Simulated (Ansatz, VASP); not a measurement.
**Two plane-wave programs on Sr**

```xyz
1
Lattice="0.0000 3.0423 3.0423 3.0423 0.0000 3.0423 3.0423 3.0423 0.0000" Properties=species:S:1:pos:R:3 pbc="T T T"
Sr    0.0000    0.0000    0.0000
```

Alike in both runs: functional r2SCAN; k mesh 4 × 4 × 4; occupations fermi-dirac, width 0.05 eV; no spin polarisation.

```csv
,VASP,Ansatz
version,VASP 6.6.1,Ansatz 0.2.0
potentials or method,"VASP PAW PBE potentials, release 64 (Sr_sv)",Ansatz PAW
plane-wave cutoff (eV),520,500
valence electrons in the cell,10,10
task,single point,projected density of states
```

|  | VASP | Ansatz | Ansatz less VASP |
| --- | --- | --- | --- |
| gap on the k mesh at the Fermi level (eV) | none | none | - |
| pressure (GPa) | 0.4 | 0.4 | -0.02 |

VASP's potentials were made for PBE, not for r2SCAN. A gap of «none» marks a metal or a gap that the smearing closes. With one functional, cell and mesh, what is left measures potentials, basis and numerics.

The k mesh is coarse, so the values compare programs but aren't converged.
